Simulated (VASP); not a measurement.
Wanted: the native input for a VASP 6.6.1 run.

| Quantity | Value |
| --- | --- |
| Task | single point |
| Functional | PBEsol |
| Potentials or basis | VASP PAW PBE potentials, release 64 (Cu, O) |
| Cutoff | 520 eV |
| k mesh | 16 × 16 × 10 |
| Occupations | gaussian, width 0.15 eV |
| Spin | no spin polarisation |
| Dipole correction | no |
| Further INCAR settings | ALGO = Normal; EDIFF = 1e-07; NBANDS = 25 |

The structure of CuO lies in POSCAR:

```
CuO
1.0
    2.0425330993     -2.0503581635      0.0000000000
    2.0425330993      2.0503581635      0.0000000000
    0.0000000000      0.0000000000      5.0922648207
Cu O
2 2
Direct
    0.0000000000      0.5000000000      0.0000000000
    0.5000000000      0.0000000000      0.5000000000
    0.5000000000      0.5000000000      0.2500000000
    0.5000000000      0.5000000000      0.7500000000
```

The input as run:

INCAR

```
SYSTEM = CuO
ALGO = Normal
EDIFF = 1E-7
ENCUT = 520
GGA = PS
ISIF = 2
ISMEAR = 0
LASPH = .True.
LCHARG = .False.
LREAL = .False.
LWAVE = .False.
NBANDS = 25
NELM = 80
PREC = Accurate
SIGMA = 0.15
```

KPOINTS

```
k-points
0
Gamma
  16 16 10
  0 0 0
```

Potentials or basis: VASP PAW PBE potentials, release 64 (Cu, O).

The run is started by

```console
$ cat potpaw_PBE.64/Cu/POTCAR potpaw_PBE.64/O/POTCAR > POTCAR
$ mpirun -np 1 vasp_std > vasp.out
```

It gave:

* Pressure: 0.8 GPa
* Band gap on the k mesh: zero (band 17 reaches 5.91 eV, above the bottom of band 18 at 4.71 eV)

Caveat: the PAW data sets were made with another functional, which shifts forces and pressure a little; semilocal functionals often make such compounds metallic where correlation or magnetic order opens a gap, which also shifts bond lengths.

Run time: 3.1 min on 1 thread of Intel(R) Xeon(R) 6975P-C (Granite Rapids), on a shared host, peak memory 0.46 GiB.
